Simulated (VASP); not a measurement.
# MnS (F-43m) in VASP: a series of runs, part 2 of 2

VASP 6.6.1. Earlier steps stand in the parts before.

## 3. Electric field gradients, PBE, collinear spin, ferromagnetic start

This run uses another cell than the first one, of 21.95 Å³/atom.

The input, INCAR:

```
SYSTEM = MnS
ALGO = Normal ; EDIFF = 1E-8
ENCUT = 520 ; GGA = PE
ISIF = 2 ; ISMEAR = -1
ISPIN = 2 ; LASPH = .TRUE.
LCHARG = .FALSE. ; LEFG = .TRUE.
LMAXMIX = 4 ; LORBIT = 11
LREAL = .FALSE. ; LWAVE = .FALSE.
MAGMOM = 4 0 ; NBANDS = 20
NELM = 150 ; PREC = Accurate
SIGMA = 0.03
```

The input, KPOINTS:

```
k-points
0
G
  10 10 10
  0 0 0
```

The input, POSCAR:

```
MnS
1.0
    0.0000000000      2.8000000000      2.8000000000
    2.8000000000      0.0000000000      2.8000000000
    2.8000000000      2.8000000000      0.0000000000
Mn S
1 1
Direct
    0.0000000000      0.0000000000      0.0000000000
    0.7500000000      0.7500000000      0.7500000000
```

Potentials or basis: VASP PAW PBE potentials, release 64 (Mn_pv, S).

Started as:

```console
$ cat potpaw_PBE.64/Mn_pv/POTCAR potpaw_PBE.64/S/POTCAR > POTCAR
$ mpirun -np 1 vasp_std > vasp.out
```

OUTCAR:

```text
SYSTEM = MnS
   EDIFF = 1E-8
   ENCUT = 520
   GGA = PE
   ISIF = 2
   ISMEAR = -1
   ISPIN = 2
   LASPH = .TRUE.
   LORBIT = 11
   LREAL = .FALSE.
   NELM = 150
   PREC = Accurate

 ion  position               nearest neighbor table
   1  0.000  0.000  0.000-   2 2.42   2 2.42   2 2.42   2 2.42
   2  0.750  0.750  0.750-   1 2.42   1 2.42   1 2.42   1 2.42

  LATTYP: Found a face centered cubic cell.
 ALAT       =     5.6000000000

  Lattice vectors:

 A1 = (   0.0000000000,   2.8000000000,   2.8000000000)
 A2 = (   2.8000000000,   0.0000000000,   2.8000000000)
 A3 = (   2.8000000000,   2.8000000000,   0.0000000000)

Analysis of symmetry for initial positions (statically):
=====================================================================
[... 1347 lines left out ...]
----------------------------------------------------------------------
 ion       V_xx      V_yy      V_zz     asymmetry (V_yy - V_xx)/ V_zz
----------------------------------------------------------------------
   1      -0.004    -0.004     0.009       0.000
   2       0.000     0.000    -0.001       0.000
----------------------------------------------------------------------

           NMR quadrupolar parameters

 Cq : quadrupolar parameter    Cq=e*Q*V_zz/h
 eta: asymmetry parameters     (V_yy - V_xx)/ V_zz
 Q  : nuclear electric quadrupole moment in mb (millibarn)
----------------------------------------------------------------------
 ion       Cq(MHz)       eta       Q (mb)
----------------------------------------------------------------------
   1       0.000       0.000       1.000
   2      -0.000       0.000       1.000
----------------------------------------------------------------------

 total charge

# of ion       s       p       d       tot
------------------------------------------
    1        0.261   6.212   4.901  11.375
    2        1.315   2.450   0.000   3.765
--------------------------------------------------
tot          1.575   8.663   4.901  15.139

 magnetization (x)

# of ion       s       p       d       tot
------------------------------------------
    1        0.049   0.066   4.220   4.335
    2        0.012   0.077   0.000   0.089
--------------------------------------------------
tot          0.061   0.144   4.220   4.424
```

OSZICAR:

```text
N       E                     dE             d eps       ncg     rms          rms(c)
DAV:   1     0.151986710286E+03    0.15199E+03   -0.10014E+04  3824   0.929E+02
DAV:   2    -0.687335465365E+01   -0.15886E+03   -0.15000E+03  3948   0.273E+02
DAV:   3    -0.151511182447E+02   -0.82778E+01   -0.81848E+01  4380   0.682E+01
[... 10 lines left out ...]
DAV:  14    -0.140823951883E+02   -0.33347E-04   -0.33948E-05  3972   0.394E-02    0.116E-02
DAV:  15    -0.140823966133E+02   -0.14251E-05   -0.13048E-06  4396   0.948E-03    0.397E-03
DAV:  16    -0.140823969992E+02   -0.38588E-06   -0.27330E-07  4092   0.306E-03    0.229E-03
DAV:  17    -0.140823972126E+02   -0.21346E-06   -0.31485E-07  4048   0.284E-03    0.830E-04
DAV:  18    -0.140823972538E+02   -0.41180E-07   -0.11027E-08  3988   0.754E-04    0.212E-04
DAV:  19    -0.140823972525E+02    0.13138E-08   -0.60492E-10  2272   0.200E-04
   1 F= -.14082397E+02 E0= -.14081062E+02  d E =-.267009E-02  mag=     4.9314
```

stdout:

```text
POSCAR found type information on POSCAR MnS
 POSCAR found :  2 types and       2 ions
 scaLAPACK will be used
 LDA part: xc-table for (Slater+PW92), standard interpolation
 POSCAR, INCAR and KPOINTS ok, starting setup
 FFT: planning ... GRIDC
 FFT: planning ... GRID_SOFT
 FFT: planning ... GRID
 WAVECAR not read
 entering main loop
ion   1

ion   2
```

It took 2 min on 1 thread of Oxide Virtual Turin-like, shared host; peak memory 0.19 GiB.

What came out:

```
Free energy                                           : -14.0824 eV
Pressure                                              : 1.2 GPa
Net moment                                            : 4.93 μB per cell
Site moments                                          : Mn +4.33; S +0.09 μB
Largest electric field gradient by atom               : under 0.05 V/Å² on every atom
Valence electrons inside the program's atomic spheres : Mn 11.38; S 3.77
```

Caveat: a cell with one magnetic atom can't hold antiferromagnetic order, which such compounds often take; semilocal functionals often make such compounds metallic where correlation or magnetic order opens a gap, which also shifts bond lengths. With open d or f shells a metallic result of PBE can be an artefact of self-interaction; +U or a hybrid may open a gap.

## 4. Single point, PBE, collinear spin, ferromagnetic start

This run uses another cell than the first one, of 21.95 Å³/atom.

POSCAR is that of step 3.

The input, INCAR.step1:

```
ALGO = Normal
EDIFF = 1E-7
ENCUT = 520
GGA = PE
ISIF = 2
ISMEAR = -1
ISPIN = 2
LASPH = T
LCHARG = T
LMAXMIX = 4
LREAL = F
LWAVE = F
MAGMOM = 4 0
NBANDS = 20
NELM = 150
PREC = Accurate
SIGMA = 0.03
```

The input, KPOINTS.step1:

```
k-points
0
Gamma
  10 10 10
```

The input, INCAR.step2:

```
ALGO = Normal
EDIFF = 1E-7
ENCUT = 520
GGA = PE
ICHARG = 11
ISIF = 2
ISMEAR = -5
ISPIN = 2
LASPH = T
LCHARG = F
LMAXMIX = 4
LORBIT = 10
LREAL = F
LWAVE = F
MAGMOM = 4 0
NEDOS = 1001
NELM = 150
PREC = Accurate
SIGMA = 0.03
```

The input, KPOINTS.step2:

```
k-points
0
Gamma
  15 15 15
```

Started as:

```console
$ cat potpaw_PBE.64/Mn_pv/POTCAR potpaw_PBE.64/S/POTCAR > POTCAR
$ cp INCAR.step1 INCAR
$ cp KPOINTS.step1 KPOINTS
$ mpirun -np 1 vasp_std > vasp.out
$ cp INCAR.step2 INCAR
$ cp KPOINTS.step2 KPOINTS
$ mpirun -np 1 vasp_std > vasp.out
```

Wall time 3.4 min (1 thread of Oxide Virtual Turin-like, shared host); peak memory 0.23 GiB.

The run converged. Its results:

* Net moment: 4.93 μB per cell
* Site moments: Mn +4.34; S +0.09 μB
* Valence electrons inside the program's atomic spheres: Mn 11.37; S 3.77

Levels at points of the mesh, in eV from the Fermi level:
Spin up:
```csv
k point,band 10,band 11,band 12,band 13,band 14,band 15
"(0.00, 0.00, 0.00)",0.21,0.21,0.21,0.93,5.81,5.81
```
Spin down:
```
           k point  band 4  band 5  band 6  band 7  band 8  band 9  band 10  band 11
(0.00, 0.00, 0.00)  -13.62   -3.33   -3.33   -3.33    0.81    0.81     1.95     3.00
```

Caveat: a cell with one magnetic atom can't hold antiferromagnetic order, which such compounds often take; semilocal functionals often make such compounds metallic where correlation or magnetic order opens a gap, which also shifts bond lengths.

## 5. Summary

| task | cell | k mesh for the DOS | occupations for the DOS | gap on the mesh (eV) | pressure (GPa) | moment (μB) |
| --- | --- | --- | --- | --- | --- | --- |
| electric field gradients | a = 3.906 Å, angles 60.0°, 2 atoms | - | - | none | 2.9 | 4.80 |
| electric field gradients | a = 3.960 Å, angles 60.0°, 2 atoms | - | - | none | 1.2 | 4.93 |
| single point | a = 3.960 Å, angles 60.0°, 2 atoms | 15 × 15 × 15 | tetrahedron | - | - | 4.93 |

Alike in all rows: level PBE; potentials or basis VASP PAW PBE potentials, release 64 (Mn_pv, S); spin collinear, ferromagnetic start; k mesh 10 × 10 × 10; cutoff (eV) 520; smearing fermi-dirac 0.03 eV.

Caveats: a cell with one magnetic atom can't hold antiferromagnetic order, which such compounds often take; semilocal functionals often make such compounds metallic where correlation or magnetic order opens a gap, which also shifts bond lengths.

Total energies depend on the potentials used, so only differences within one code and one set of settings carry meaning.
